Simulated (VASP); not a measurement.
Write the native input for VASP 6.6.1 that does the following.

| Quantity | Value |
| --- | --- |
| Task | single point |
| Functional | r2SCAN |
| Potentials or basis | VASP PAW PBE potentials, release 64 (Pt_sv_GW) |
| Cutoff | 630 eV |
| k mesh | 12 × 12 × 12 |
| Occupations | fermi-dirac, width 0.05 eV |
| Spin | no spin polarisation |
| Dipole correction | no |
| Further INCAR settings | ALGO = Normal; EDIFF = 1e-06; NBANDS = 15 |

The system is Pt.

```
Pt
1.0
     0.00000    1.99936    1.99936
     1.99936    0.00000    1.99936
     1.99936    1.99936    0.00000
Pt
1
Direct
  0.00000 0.00000 0.00000
```

The input as run:

POSCAR

```
Pt
1.0
    0.0000000000      1.9993587835      1.9993587835
    1.9993587835      0.0000000000      1.9993587835
    1.9993587835      1.9993587835      0.0000000000
Pt
1
Direct
    0.0000000000      0.0000000000      0.0000000000
```

INCAR.step1

```
SYSTEM = Pt
  ALGO = Normal
  EDIFF = 1E-5
  ENCUT = 630
  GGA = PE
  GGA_COMPAT = .False.
  ISMEAR = -1
  LASPH = .True.
  LCHARG = .False.
  LREAL = .False.
  LWAVE = .True.
  NBANDS = 15
  NELM = 120
  PREC = Accurate
  SIGMA = 0.05
```

INCAR.step2

```
SYSTEM = Pt
  ALGO = Normal
  EDIFF = 1E-6
  ENCUT = 630
  GGA_COMPAT = .False.
  ISIF = 2
  ISMEAR = -1
  ISTART = 1
  LASPH = .True.
  LCHARG = .True.
  LELF = .True.
  LMIXTAU = .True.
  LREAL = .False.
  LVHAR = .True.
  LWAVE = .False.
  METAGGA = R2SCAN
  NBANDS = 15
  NELM = 120
  PREC = Accurate
  SIGMA = 0.05
```

KPOINTS

```
k-points
0
Gamma
  12 12 12
  0 0 0
```

Potentials or basis: VASP PAW PBE potentials, release 64 (Pt_sv_GW).

The run is started by

```console
$ cat potpaw_PBE.64/Pt_sv_GW/POTCAR > POTCAR
$ cp INCAR.step1 INCAR
$ mpirun -np 1 vasp_std > vasp.out
$ cp INCAR.step2 INCAR
$ mpirun -np 1 vasp_std > vasp.out
```

It gave:

```yaml
Pressure: -11.1 GPa
Band_gap_on_the_k_mesh: zero (bands 9 and 10 overlap by 2.15 eV)
```

Caveat: the cell stands under tension; the PAW data sets were made with another functional, which shifts forces and pressure a little; spin-orbit coupling is left out, which moves the levels of the heavy elements.

Run time: 26 s on 1 thread of Intel(R) Xeon(R) 6975P-C (Granite Rapids) (shared host), peak memory 0.16 GiB.
